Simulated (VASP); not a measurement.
VN2: single point with PBEsol

VN2:

```
V N
1.0
    -2.11051    2.11051    2.42655
     2.11051   -2.11051    2.42655
     2.11051    2.11051   -2.42655
V N
2 4
Direct
  0.25000 0.25000 0.00000
  0.75000 0.75000 0.00000
  0.11496 0.61496 0.72991
  0.61496 0.88504 0.50000
  0.88504 0.38504 0.27009
  0.38504 0.11496 0.50000
```

This cell differs from its parent crystal: volume scaled by 0.97, then relaxed in part.

```
Program                : VASP 6.6.1
Task                   : single point
Functional             : PBEsol
Potentials or basis    : VASP PAW PBE potentials, release 64 (V_sv, N)
Cutoff                 : 520 eV
k mesh                 : 12 × 12 × 12
Occupations            : gaussian, width 0.1 eV
Spin                   : no spin polarisation
Dipole correction      : no
Further INCAR settings : ALGO = Normal; EDIFF = 1e-07; NBANDS = 32
```

```json
{"Pressure": "12.2 GPa", "Largest force": "0.083 eV/Å", "Band gap on the k mesh": "zero (band 23 reaches 12.64 eV, above the bottom of band 24 at 12.20 eV)"}
```

Forces in eV/Å, atoms in the order of the input:
```
V    0.000  0.000  0.000
V    0.000  0.000  0.000
N    0.058  0.058  0.000
N   -0.058  0.058  0.000
N   -0.058 -0.058  0.000
N    0.058 -0.058  0.000
```

Stress tensor (GPa, compression positive):
```
12.30  0.00  0.00
 0.00 12.30  0.00
 0.00  0.00 11.86
```

Levels at points of the mesh, in eV from the Fermi level:
```csv
k point,band 19,band 20,band 21,band 22,band 23,band 24,band 25,band 26,band 27,band 28
"(0.00, 0.00, 0.00)",-3.44,-3.24,-2.95,-2.84,-2.84,0.82,0.99,0.99,1.54,2.17
"(0.50, 0.00, 0.00)",-3.67,-3.67,-3.47,-3.47,0.17,0.17,0.81,0.81,1.17,1.17
"(0.50, 0.50, 0.00)",-5.39,-4.89,-3.06,-2.88,-1.50,0.02,0.88,1.20,2.09,2.42
"(0.50, 0.50, 0.50)",-5.05,-2.30,-2.30,-0.35,-0.25,-0.14,-0.04,0.01,2.03,2.10
```

Run time: 3 min on 1 thread of Intel(R) Xeon(R) Platinum 8488C (Sapphire Rapids), on a shared host, peak memory 0.3 GiB.

Caveat: the PAW data sets were made with another functional, which shifts forces and pressure a little; the run has no spin polarisation, though such a crystal can be magnetic.
